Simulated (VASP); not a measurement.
Here is a VASP 6.6.1 calculation.

File POSCAR:

```
Al
1.0
   -2.1381448172      1.6350519191      1.6350519191
    1.6350519191     -2.1381448172      1.6350519191
    1.6350519191      1.6350519191     -2.1381448172
Al
1
Direct
    0.0000000000      0.0000000000      0.0000000000
```

File INCAR.step1:

```
PREC = Accurate
ENCUT = 520
ISMEAR = 0
SIGMA = 0.15
LREAL = F
LASPH = T
NELM = 80
NBANDS = 8
GGA = PE
ALGO = Normal
EDIFF = 1E-4
LWAVE = T
LCHARG = F
```

Contents of INCAR.step2:

```
PREC = Accurate
ENCUT = 520
EDIFF = 1E-7
ISMEAR = 0
SIGMA = 0.15
LREAL = F
LASPH = T
NELM = 80
ALGO = Normal
ISIF = 2
LWAVE = F
LCHARG = T
METAGGA = R2SCAN
LMIXTAU = T
LELF = T
LVHAR = T
NBANDS = 8
ISTART = 1
```

File KPOINTS:

```
regular mesh
0
Gamma
  24 24 24
```

Potentials or basis: VASP PAW PBE potentials, release 64 (Al).

Launch:

```sh
$ cat potpaw_PBE.64/Al/POTCAR > POTCAR
$ cp INCAR.step1 INCAR
$ mpirun -np 1 vasp_std > vasp.out
$ cp INCAR.step2 INCAR
$ mpirun -np 1 vasp_std > vasp.out
```

(1) Estimate the pressure.

## Answers

(1) 56.8 GPa.

Caveat: the PAW data sets were made with another functional, which shifts forces and pressure a little.
